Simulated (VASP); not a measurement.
**CuO: single point with PBE**

Crystal: CuO.

```xyz
4
Lattice="2.3447 -1.7134 0.0000 2.3447 1.7134 0.0000 -0.8606 0.0000 5.0594" Properties=species:S:1:pos:R:3 pbc="T T T"
Cu    1.1723    0.8457    0.0000
Cu    0.7421   -0.8457    2.5297
O     2.0724   -0.2841    1.2836
O     1.6421    0.2841    3.8133
```

```
Program                : VASP 6.6.1
Task                   : single point
Functional             : PBE
Potentials or basis    : VASP PAW PBE potentials, release 64 (Cu, O)
Cutoff                 : 520 eV
k mesh                 : 16 × 16 × 8
Occupations            : gaussian, width 0.5 eV
Spin                   : no spin polarisation
Dipole correction      : no
Further INCAR settings : ALGO = Fast; EDIFF = 1e-06; NBANDS = 25
```

```yaml
Pressure: 6.8 GPa
Largest_force: 0.798 eV/Å
Band_gap_on_the_k_mesh: zero (bands 17 and 18 overlap by 0.73 eV)
```

Forces in eV/Å, atoms in the order of the input:
```
Cu  -0.667  0.352  0.260
Cu  -0.667 -0.352  0.260
O    0.667  0.248 -0.260
O    0.667 -0.248 -0.260
```

Stress tensor (GPa, compression positive):
```
 6.57  0.00 -1.46
 0.00  7.34  0.00
-1.46  0.00  6.64
```

Levels at points of the mesh, in eV from the Fermi level:
```csv
k point,band 14,band 15,band 16,band 17,band 18,band 19,band 20,band 21
"(0.00, 0.00, 0.00)",-2.23,-2.14,-1.66,0.23,0.93,1.72,6.07,8.17
"(0.50, 0.00, 0.00)",-1.60,-1.49,-1.40,-0.03,0.30,4.92,6.33,6.97
"(0.50, 0.50, 0.00)",-2.13,-1.68,-1.23,-0.65,1.07,3.40,7.07,8.57
"(0.00, 0.00, 0.50)",-2.23,-1.46,-1.46,0.26,0.26,3.94,3.94,11.70
"(0.50, 0.00, 0.50)",-2.16,-1.75,-1.61,-0.09,0.75,5.16,6.54,8.13
"(0.50, 0.50, 0.50)",-1.66,-1.31,-1.31,-0.41,-0.41,5.25,5.25,9.03
```

Run time: 12 min on 1 thread of Oxide Virtual Turin-like Processor, with other jobs on the host, peak memory 0.5 GiB.

Caveat: the cell stands under pressure; so wide a smearing shifts energies and pressures; semilocal functionals often make such compounds metallic where correlation or magnetic order opens a gap, which also shifts bond lengths. With open d or f shells a metallic result of PBE can be an artefact of self-interaction; +U or a hybrid may open a gap.
